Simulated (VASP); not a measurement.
Here is a VASP 6.6.1 calculation.

File INCAR:

```
  PREC = Accurate
  ENCUT = 520
  EDIFF = 1E-6
  ISMEAR = 0
  SIGMA = 0.1
  LREAL = F
  LASPH = T
  NELM = 80
  ALGO = Normal
  ISIF = 2
  LWAVE = F
  LCHARG = F
  GGA = PE
  NBANDS = 13
```

File KPOINTS:

```
regular mesh
0
Gamma
  6 6 4
```

The input POSCAR:

```
Si2C
1.0
    2.9668441102     -0.0000000029      0.0000000000
   -1.4834220526      2.5693623700      0.0000000000
    0.0000000000      0.0000000000      4.2437413896
Si C
2 1
Direct
    0.6666666667      0.3333333333      0.2246344678
    0.3333333333      0.6666666667      0.7753655322
    0.0000000000      0.0000000000      0.5000000000
```

Potentials or basis: VASP PAW PBE potentials, release 64 (Si, C).

Command:

```bash
$ cat potpaw_PBE.64/Si/POTCAR potpaw_PBE.64/C/POTCAR > POTCAR
$ mpirun -np 1 vasp_std > vasp.out
```

(1) What does it give for the largest force?

(2) What does it give for the band gap on the k mesh?

(3) Predict the pressure.

Results:

(1) 0.019 eV/Å.

(2) zero (band 6 reaches 15.43 eV, above the bottom of band 7 at 9.37 eV).

(3) 0.1 GPa.

Caveat: the k points lie up to 0.41 Å⁻¹ apart.
